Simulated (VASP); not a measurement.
A run of VASP 6.6.1:

INCAR

```
ALGO = Normal
EDIFF = 1E-6
ENCUT = 520
GGA = PS
ISIF = 2
ISMEAR = 0
LASPH = True
LCHARG = True
LELF = True
LREAL = False
LVHAR = True
LWAVE = False
NBANDS = 21
NELM = 80
PREC = Accurate
SIGMA = 0.1
```

The input KPOINTS:

```
k-points
0
Gamma
  14 14 8
```

File POSCAR:

```
ZrH
1.0
    3.1902763254      0.0000000000      0.0000000000
    0.0000000000      3.1902763254      0.0000000000
    0.0000000000      0.0000000000      4.9905072829
Zr H
2 2
Direct
    0.0000000000      0.5000000000      0.0000000000
    0.5000000000      0.0000000000      0.5000000000
    0.0000000000      0.0000000000      0.7500000000
    0.0000000000      0.0000000000      0.2500000000
```

Potentials or basis: VASP PAW PBE potentials, release 64 (Zr_sv, H).

Run with:

```console
$ cat potpaw_PBE.64/Zr_sv/POTCAR potpaw_PBE.64/H/POTCAR > POTCAR
$ mpirun -np 1 vasp_std > vasp.out
```

Hardware: 1 thread of Intel(R) Xeon(R) Platinum 8559C (Emerald Rapids) (shared host).

Question: How long does it take, and how much memory?

Answer: Run time: 56 s on 1 thread of Intel(R) Xeon(R) Platinum 8559C (Emerald Rapids), with other jobs on the host, peak memory 0.28 GiB. Counts: scf iterations 12, k points 180.
